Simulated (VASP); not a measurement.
# LiF in VASP: notebook

Runs on LiF. Level: r2SCAN. Tasks: single point.

Program: VASP 6.6.1. These are calculated values, not measurements. Logs are shortened: lines on timing, memory, paths and dates and some standing lists are left out, and cuts for length are marked.

## Step 1: The cell of the first run

The structure is cubic, space group Fm-3m (No. 225). Conventional cell: a = 3.990 Å, b = 3.990 Å, c = 3.990 Å, α = 90.00°, β = 90.00°, γ = 90.00°. Within 2.6 Å of Li (site symmetry m-3m) lie 6 F at 1.99 Å. Within 2.6 Å of F (site symmetry m-3m) lie 6 Li at 1.99 Å.

## Step 2: Single point, r2SCAN

The input, POSCAR:

```
LiF
1.0
    1.9948982328      1.9948982328      0.0000000000
   -1.9948982328      1.9948982328      0.0000000000
    0.0000000000      1.9948982328      1.9948982328
Li F
1 1
Direct
    0.0000000000      0.0000000000      0.0000000000
    0.5000000000      0.5000000000      0.0000000000
```

The input, INCAR.step1:

```
PREC = Accurate
ENCUT = 520
ISMEAR = 0
SIGMA = 0.01
LREAL = False
LASPH = True
NELM = 80
NBANDS = 12
GGA = PE
ALGO = Normal
EDIFF = 1E-4
LWAVE = True
LCHARG = False
```

The input, INCAR.step2:

```
PREC = Accurate
ENCUT = 520
EDIFF = 1E-7
ISMEAR = 0
SIGMA = 0.01
LREAL = False
LASPH = True
NELM = 80
ALGO = Normal
ISIF = 2
LWAVE = False
LCHARG = False
METAGGA = R2SCAN
LMIXTAU = True
NBANDS = 12
ISTART = 1
```

The input, KPOINTS:

```
regular mesh
0
Gamma
  10 10 10
```

Potentials or basis: VASP PAW PBE potentials, release 64 (Li_sv, F).

Started as:

```bash
cat potpaw_PBE.64/Li_sv/POTCAR potpaw_PBE.64/F/POTCAR > POTCAR
cp INCAR.step1 INCAR
mpirun -np 1 vasp_std > vasp.out
cp INCAR.step2 INCAR
mpirun -np 1 vasp_std > vasp.out
```

OUTCAR:

```text
PREC = Accurate
   ENCUT = 520
   EDIFF = 1E-7
   ISMEAR = 0
   LREAL = False
   LASPH = True
   NELM = 80
   ISIF = 2
   METAGGA = R2SCAN
   ISTART = 1

 ion  position               nearest neighbor table
   1  0.000  0.000  0.000-   2 1.99   2 1.99   2 1.99   2 1.99   2 1.99   2 1.99
   2  0.500  0.500  0.000-   1 1.99   1 1.99   1 1.99   1 1.99   1 1.99   1 1.99

  LATTYP: Found a face centered cubic cell.
 ALAT       =     3.9897964656

  Lattice vectors:

 A1 = (   0.0000000000,   1.9948982328,   1.9948982328)
 A2 = (   1.9948982328,   0.0000000000,   1.9948982328)
 A3 = (   1.9948982328,   1.9948982328,   0.0000000000)

Analysis of symmetry for initial positions (statically):
=====================================================================
 Subroutine PRICEL returns:
 Original cell was already a primitive cell.

 Routine SETGRP: Setting up the symmetry group for a
 face centered cubic supercell.

 Subroutine GETGRP returns: Found 48 space group operations
 (whereof 48 operations were pure point group operations)
 out of a pool of 48 trial point group operations.

The static configuration has the point symmetry O_h .

Analysis of symmetry for dynamics (positions and initial velocities):
=====================================================================
 Subroutine PRICEL returns:
 Original cell was already a primitive cell.

 Routine SETGRP: Setting up the symmetry group for a
 face centered cubic supercell.

 Subroutine GETGRP returns: Found 48 space group operations
 (whereof 48 operations were pure point group operations)
 out of a pool of 48 trial point group operations.

The dynamic configuration has the point symmetry O_h .

 Subroutine INISYM returns: Found 48 space group operations
 (whereof 48 operations are pure point group operations),
 and found     1 'primitive' translations

----------------------------------------------------------------------------------------

                                     Primitive cell

  volume of cell :      15.8779

  direct lattice vectors                    reciprocal lattice vectors
     1.994898233  1.994898233  0.000000000     0.250639352  0.250639352 -0.250639352
    -1.994898233  1.994898233  0.000000000    -0.250639352  0.250639352 -0.250639352
     0.000000000  1.994898233  1.994898233     0.000000000  0.000000000  0.501278704

  length of vectors
     2.821212136  2.821212136  2.821212136     0.434120092  0.434120092  0.501278704

  position of ions in fractional coordinates (direct lattice)
     0.000000000  0.000000000  0.000000000
     0.500000000  0.500000000  0.000000000

  ion indices of the primitive-cell ions
   primitive index   ion index
                 1           1
                 2           2

----------------------------------------------------------------------------------------

 KPOINTS: regular mesh

Automatic generation of k-mesh.
 Grid dimensions read from file:
 generate k-points for:   10   10   10

 Generating k-lattice:

  Cartesian coordinates                     Fractional coordinates (reciprocal lattice)
     0.025063935  0.025063935 -0.025063935     0.100000000  0.000000000  0.000000000
    -0.025063935  0.025063935 -0.025063935     0.000000000  0.100000000  0.000000000
     0.000000000  0.000000000  0.050127870     0.000000000  0.000000000  0.100000000

  Length of vectors
     0.043412009  0.043412009  0.050127870

  Shift w.r.t. Gamma in fractional coordinates (k-lattice)
     0.000000000  0.000000000  0.000000000

 Subroutine IBZKPT returns following result:
 ===========================================

 Found     47 irreducible k-points:

 Following reciprocal coordinates:
            Coordinates               Weight
  0.000000  0.000000  0.000000      1.000000
  0.100000  0.000000  0.000000      8.000000
  0.200000  0.000000  0.000000      8.000000
  0.300000  0.000000  0.000000      8.000000
  0.400000  0.000000  0.000000      8.000000
  0.500000  0.000000  0.000000      4.000000
[... 16 lines left out ...]
  0.300000  0.300000  0.000000     12.000000
  0.400000  0.300000  0.000000     24.000000
 [... further k-points ...]
   k-points           NKPTS =     47   k-points in BZ     NKDIM =     47   number of bands    NBANDS=     12
   number of dos      NEDOS =    301   number of ions     NIONS =      2
   total plane-waves  NPLWV =  13824
   dimension x,y,z NGX =    24 NGY =   24 NGZ =   24
   dimension x,y,z NGXF=    48 NGYF=   48 NGZF=   48
   ions per type =               1   1
   NGX,Y,Z   is equivalent  to a cutoff of  14.14, 14.14, 14.14 a.u.
   NGXF,Y,Z  is equivalent  to a cutoff of  28.29, 28.29, 28.29 a.u.
 SYSTEM =  unknown system
   PREC   = accura    normal or accurate (medium, high low for compatibility)
   ISTART =      1    job   : 0-new  1-cont  2-samecut
   ICHARG =      0    charge: 1-file 2-atom 10-const
   ISPIN  =      1    spin polarized calculation?
   LNONCOLLINEAR =      F non collinear calculations
   LSORBIT =      F    spin-orbit coupling
   LASPH  =      T    aspherical Exc in radial PAW
   ENCUT  =  520.0 eV  38.22 Ry    6.18 a.u.   5.25  5.25  5.25*2*pi/ulx,y,z
   NELM   =     80;   NELMIN=  2; NELMDL=  0     # of ELM steps
   EDIFF  = 0.1E-06   stopping-criterion for ELM
   LREAL  =      F    real-space projection
   EDIFFG = 0.1E-05   stopping-criterion for IOM
   NSW    =      0    number of steps for IOM
   IBRION =     -1    ionic relax: 0-MD 1-quasi-New 2-CG
   NFREE  =      0    steps in history (QN), initial steepest desc. (CG)
   ISIF   =      2    stress and relaxation
   ISYM   =      2    0-nonsym 1-usesym 2-fastsym
   POTIM  = 0.5000    time-step for ionic-motion
   TEBEG  =    0.0;   TEEND  =   0.0 temperature during run
   PSTRESS=    0.0 pullay stress
   NELECT =      10.0000    total number of electrons
   NUPDOWN=      -1.0000    fix difference up-down
   EMIN   =  10.00;   EMAX   =-10.00  energy-range for DOS
   EFERMI =   0.00;   METHOD = LEGACY
   ISMEAR =     0;   SIGMA  =   0.01  broadening in eV -4-tet -1-fermi 0-gaus
   EFERMI_NEDOS =   21; number of points for ismear=-14 and -15
   IALGO  =     38    algorithm
   IMIX   =      4    mixing-type and parameters
     AMIX     =   0.40;   BMIX     =  1.00
     AMIX_MAG =   1.60;   BMIX_MAG =  1.00
  volume/ion in A,a.u.               =       7.94        53.57
  Fermi-wavevector in a.u.,A,eV,Ry     =   1.403279  2.651813 26.792491  1.969193
  Thomas-Fermi vector in A             =   2.525957
   LORBIT       =      0    0 simple, 1 ext, 2 COOP (PROOUT), +10 PAW based schemes
   METAGGA = R2SCAN    functional components
   LHFCALC =     F    Hartree Fock is set to
   AEXX    =    0.0000 exact exchange contribution
   IVDW    =     0    specifies the selected vdW correction
   LEPSILON=     F    determine dielectric tensor
   LRPA    =     F    only Hartree local field effects (RPA)
 non-spin polarized calculation
 Gauss-broadening in eV      SIGMA  =   0.01
  energy-cutoff  :      520.00
  volume of cell :       15.88
 maximum number of plane-waves:       444
 NGX is ok and might be reduce to    24
   NGX = 11   NGY = 11   NGZ = 11

 number of electron       9.9999997 magnetization

 Free energy of the ion-electron system (eV)
  ---------------------------------------------------
  ext. energy  EPLUGINS =         0.00000000
  ---------------------------------------------------
  free energy    TOTEN  =       -11.90313687 eV

  energy without entropy =      -11.90313687  energy(sigma->0) =      -11.90313687

 E-fermi :  -1.3863     XC(G=0): -10.6971

 val. band max:       -1.4646118611   @ k =   0.0000   0.0000   0.0000
 cond. band min:       9.0880220949   @ k =   0.0000   0.0000   0.0000
 fundamental gap:     10.5526339560
 Fermi energy:        -1.3862835020

 k-point     1 :       0.0000    0.0000    0.0000
  band No.  band energies     occupation
      1     -43.4756      2.00000
      2     -22.6394      2.00000
      3      -1.4646      2.00000
      4      -1.4646      2.00000
      5      -1.4646      2.00000
      6       9.0880      0.00000
      7      24.3049      0.00000
      8      24.3051      0.00000
      9      24.3053      0.00000
     10      25.0268      0.00000
     11      25.0273      0.00000
     12      25.0278      0.00000

 k-point     2 :       0.1000    0.0000    0.0000
  band No.  band energies     occupation
      1     -43.4696      2.00000
      2     -22.6009      2.00000
      3      -1.7527      2.00000
      4      -1.4900      2.00000
      5      -1.4900      2.00000
      6       9.3668      0.00000
      7      21.4612      0.00000
      8      23.2610      0.00000
      9      23.2613      0.00000
     10      25.7279      0.00000
     11      25.7281      0.00000
     12      26.1486      0.00000

 k-point     3 :       0.2000    0.0000    0.0000
  band No.  band energies     occupation
      1     -43.4535      2.00000
      2     -22.4969      2.00000
      3      -2.4519      2.00000
      4      -1.5551      2.00000
      5      -1.5551      2.00000
      6       9.9845      0.00000
      7      18.9097      0.00000
      8      21.7053      0.00000
      9      21.7056      0.00000
     10      26.9817      0.00000
     11      26.9818      0.00000
     12      27.1750      0.00000
[... 286 lines left out ...]
 k-point    23 :       0.3000    0.3000    0.0000
  band No.  band energies     occupation
      1     -43.4024      2.00000
      2     -22.0734      2.00000
      3      -3.4023      2.00000
      4      -3.3724      2.00000
      5      -1.9271      2.00000
      6      12.8643      0.00000
      7      15.2437      0.00000
      8      19.7769      0.00000
      9      19.8022      0.00000
     10      27.2716      0.00000
     11      31.2105      0.00000
     12      31.8919      0.00000

 k-point    24 :       0.4000    0.3000    0.0000
  band No.  band energies     occupation
      1     -43.3980      2.00000
      2     -22.0131      2.00000
      3      -3.8816      2.00000
      4      -3.1118      2.00000
      5      -2.1248      2.00000
      6      13.5173      0.00000
      7      15.2360      0.00000
      8      19.3518      0.00000
      9      19.9541      0.00000
     10      25.0411      0.00000
     11      33.6861      0.00000
     12      33.7843      0.00000

 [... further k-points ...]
[... 5 lines left out ...]
  --------------------------------------------------------------------------------------
  -------------------------------------------------------------------------------------
  Total       -0.0758224     -0.0758224     -0.0758224     -0.0000000      0.0000000     -0.0000000
  in kB       -7.6509601     -7.6509601     -7.6509601     -0.0000000      0.0000000     -0.0000000
  external PRESSURE =      -7.6509601 kB  Pullay stress =       0.0000000 kB

 VOLUME and BASIS-vectors are now :
 -----------------------------------------------------------------------------
  energy-cutoff  :      520.00
  volume of cell :       15.88
      direct lattice vectors                 reciprocal lattice vectors
     1.994898233  1.994898233  0.000000000     0.250639352  0.250639352 -0.250639352
    -1.994898233  1.994898233  0.000000000    -0.250639352  0.250639352 -0.250639352
     0.000000000  1.994898233  1.994898233     0.000000000  0.000000000  0.501278704

 POSITION                                       TOTAL-FORCE (eV/Angst)
 -----------------------------------------------------------------------------------
      0.00000      0.00000      0.00000         0.000000      0.000000      0.000000
      0.00000      1.99490      0.00000        -0.000000     -0.000000      0.000000
 -----------------------------------------------------------------------------------
    total drift:                                0.000000     -0.000000     -0.000000

  FREE ENERGIE OF THE ION-ELECTRON SYSTEM (eV)
  ---------------------------------------------------
  free  energy   TOTEN  =       -11.9031368662 eV

  energy  without entropy=      -11.9031368662  energy(sigma->0) =      -11.90313687
```

It took 41 s on 1 thread of Intel Xeon 8259CL, shared host; peak memory 0.14 GiB.

Results:

```
Free energy            : -11.9031 eV
Band gap on the k mesh : 10.55 eV
```

Caveat: the cutoff is under 1.25 times the usual one of these potentials, so pressure, stress and relaxed cells hold a basis-set (Pulay) error; the PAW data sets were made with another functional, which shifts forces and pressure a little. A k mesh can miss the band edges.

## Step 3: Single point, r2SCAN (in-plane strain -0.02, then relaxed in part)

The input, POSCAR:

```
LiF
1.0
    1.9550002682      1.9550002682      0.0000000000
   -1.9550002682      1.9550002682      0.0000000000
    0.0000000000      1.9550002682      2.0237158161
Li F
1 1
Direct
    0.0000000000      0.0000000000      0.0000000000
    0.5000000000      0.5000000000      0.0000000000
```

The input, INCAR.step1:

```
PREC = Accurate
ENCUT = 520
ISMEAR = 0
SIGMA = 0.01
LREAL = F
LASPH = T
NELM = 60
NBANDS = 12
GGA = PE
ALGO = Normal
EDIFF = 1E-4
LWAVE = T
LCHARG = F
```

The input, INCAR.step2:

```
PREC = Accurate
ENCUT = 520
EDIFF = 1E-6
ISMEAR = 0
SIGMA = 0.01
LREAL = F
LASPH = T
NELM = 60
ALGO = Normal
ISIF = 2
LWAVE = F
LCHARG = F
METAGGA = R2SCAN
LMIXTAU = T
NBANDS = 12
ISTART = 1
```

The input, KPOINTS:

```
Automatic mesh
0
Gamma
  10 10 10
```

Potentials or basis: VASP PAW PBE potentials, release 64 (Li_sv, F).

Started as:

```bash
cat potpaw_PBE.64/Li_sv/POTCAR potpaw_PBE.64/F/POTCAR > POTCAR
cp INCAR.step1 INCAR
mpirun -np 1 vasp_std > vasp.out
cp INCAR.step2 INCAR
mpirun -np 1 vasp_std > vasp.out
```

Run time: 1.8 min. Hardware: 1 thread of Intel Xeon 8259CL, shared host; peak memory 0.14 GiB.

It converged, with:

```
Free energy            : -11.8964 eV
Band gap on the k mesh : 10.76 eV
```

Levels at points of the mesh, in eV from the valence-band top:
```tsv
k point	band 3	band 4	band 5	band 6	band 7	band 8
(0.00, 0.00, 0.00)	-0.08	-0.08	0.00	10.76	25.80	26.10
(0.50, 0.00, 0.00)	-2.70	-0.35	-0.27	12.10	18.78	20.53
(0.50, 0.50, 0.00)	-3.28	-1.29	-1.06	16.80	17.51	19.81
(0.00, 0.00, 0.50)	-3.32	-1.07	-1.07	16.13	18.01	19.81
```

Caveat: the cell differs from its parent crystal (in-plane strain -0.02, then relaxed in part); the cutoff is under 1.25 times the usual one of these potentials, so pressure, stress and relaxed cells hold a basis-set (Pulay) error; the PAW data sets were made with another functional, which shifts forces and pressure a little. A k mesh can miss the band edges.
